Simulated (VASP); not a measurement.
Set up this calculation in VASP 6.6.1, as the native input.

| Quantity | Value |
| --- | --- |
| Task | single point |
| Functional | r2SCAN |
| Potentials or basis | VASP PAW PBE potentials, release 64 (K_sv, I) |
| Cutoff | 520 eV |
| k mesh | 6 × 6 × 6 |
| Occupations | gaussian, width 0.01 eV |
| Spin | no spin polarisation |
| Dipole correction | no |
| Further INCAR settings | ALGO = Normal; EDIFF = 1e-06; NBANDS = 15 |

Crystal: KI.

```xyz
2
Lattice="0.0000 3.8866 3.8866 3.8866 0.0000 3.8866 3.8866 3.8866 0.0000" Properties=species:S:1:pos:R:3 pbc="T T T"
K     0.0000    0.0000    0.0000
I     1.9433    1.9433    1.9433
```

This cell differs from its parent crystal: strain -2.0%.

One way to write it, as run:

POSCAR

```
KI
1.0
    0.0000000000      3.8865762157      3.8865762157
    3.8865762157      0.0000000000      3.8865762157
    3.8865762157      3.8865762157      0.0000000000
K I
1 1
Direct
    0.0000000000      0.0000000000      0.0000000000
    0.2500000000      0.2500000000      0.2500000000
```

INCAR.step1

```
SYSTEM = KI
  ALGO = Normal
  EDIFF = 1E-4
  ENCUT = 520
  GGA = PE
  ISMEAR = 0
  LASPH = .True.
  LCHARG = .False.
  LREAL = .False.
  LWAVE = .True.
  NBANDS = 15
  NELM = 100
  PREC = Accurate
  SIGMA = 0.01
```

INCAR.step2

```
SYSTEM = KI
  ALGO = Normal
  EDIFF = 1E-6
  ENCUT = 520
  ISIF = 2
  ISMEAR = 0
  ISTART = 1
  LASPH = .True.
  LCHARG = .False.
  LMIXTAU = .True.
  LREAL = .False.
  LWAVE = .False.
  METAGGA = R2SCAN
  NBANDS = 15
  NELM = 100
  PREC = Accurate
  SIGMA = 0.01
```

KPOINTS

```
k-points
0
Gamma
  6 6 6
  0 0 0
```

Potentials or basis: VASP PAW PBE potentials, release 64 (K_sv, I).

Command:

```console
$ cat potpaw_PBE.64/K_sv/POTCAR potpaw_PBE.64/I/POTCAR > POTCAR
$ cp INCAR.step1 INCAR
$ mpirun -np 1 vasp_std > vasp.out
$ cp INCAR.step2 INCAR
$ mpirun -np 1 vasp_std > vasp.out
```

It gave:

- Pressure: 0.6 GPa
- Band gap on the k mesh: 4.55 eV, indirect (least direct gap 4.56 eV)

Caveat: the cell differs from its parent crystal (strain -2.0%); the PAW data sets were made with another functional, which shifts forces and pressure a little; spin-orbit coupling is left out, which moves the levels of the heavy elements.

Wall time 2.1 min on 1 thread of Intel(R) Xeon(R) Platinum 8259CL CPU @ 2.50GHz (Skylake/Cascade Lake) (shared host), peak memory 0.28 GiB.
